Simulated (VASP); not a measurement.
Input of a VASP 6.6.1 run:

File INCAR:

```
SYSTEM = C
PREC = Accurate ; ENCUT = 520
EDIFF = 1E-6 ; ISMEAR = 0
SIGMA = 0.05 ; LREAL = .FALSE.
LASPH = .TRUE. ; NELM = 100
ALGO = Normal ; ISIF = 2
LWAVE = .FALSE. ; LCHARG = .FALSE.
LDIPOL = .TRUE. ; IDIPOL = 3
DIPOL = 0.5 0.5 0.500 ; GGA = PE
IVDW = 12 ; NBANDS = 11
```

The input KPOINTS:

```
Automatic mesh
0
G
  15 15 1
  0 0 0
```

POSCAR

```
C
1.0
    2.4658130450      0.0000000000      0.0000000000
   -1.2329065225      2.1352789009      0.0000000000
    0.0000000000      0.0000000000     17.0000000000
C
2
Direct
    0.0833461885      0.1666923770      0.5000000000
    0.4166538115      0.8333076230      0.5000000000
```

Potentials or basis: VASP PAW PBE potentials, release 64 (C).

The run is started by

```sh
$ cat potpaw_PBE.64/C/POTCAR > POTCAR
$ mpirun -np 1 vasp_std > vasp.out
```

Task: What does it give for the largest force?

Result: 0.004 eV/Å.

Task: Predict the dispersion energy per atom.

Result: -0.089 eV.

Forces in eV/Å, atoms in the order of the input:
```
C    0.000 -0.004  0.000
C    0.000  0.004  0.000
```
